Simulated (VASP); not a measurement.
Input of a VASP 6.6.1 run:

INCAR

```
PREC     = Accurate       # precision mode
ENCUT    = 520            # plane-wave cutoff, eV
EDIFF    = 1E-6           # SCF threshold, eV
ISMEAR   = -1             # smearing method
SIGMA    = 0.03           # smearing width, eV
LREAL    = F              # projectors in reciprocal space
LASPH    = T              # aspherical terms in the spheres
NELM     = 80             # most SCF steps
ALGO     = Normal         # electronic algorithm
ISIF     = 2              # what is computed and relaxed
LWAVE    = F              # write WAVECAR
LCHARG   = F              # write CHGCAR
NBANDS   = 16             # bands
```

The input KPOINTS:

```
Automatic mesh
0
Gamma
  13 13 10
```

File POSCAR:

```
ZrB2
1.0
    3.1966498238      0.0000000000      0.0000000000
   -1.5983249119      2.7683799544      0.0000000000
    0.0000000000      0.0000000000      3.5200000000
Zr B
1 2
Direct
    0.0000000000      0.0000000000      0.0000000000
    0.3333333333      0.6666666667      0.5000000000
    0.6666666667      0.3333333333      0.5000000000
```

Potentials or basis: VASP PAW LDA potentials, release 64 (Zr_sv, B).

The run is started by

```bash
$ cat potpaw_LDA.64/Zr_sv/POTCAR potpaw_LDA.64/B/POTCAR > POTCAR
$ mpirun -np 1 vasp_std > vasp.out
```

Question: Predict the pressure.

Answer: -11.4 GPa.

Question: What does it give for the band gap on the k mesh?

Answer: Zero (bands 9 and 10 overlap by 0.93 eV).

Stress tensor (GPa, compression positive):
```
-13.01   0.00   0.00
  0.00 -13.01   0.00
  0.00   0.00  -8.17
```

Caveat: the cell differs from its parent crystal (equal xx and yy strain of +1 %); the cell stands under tension.
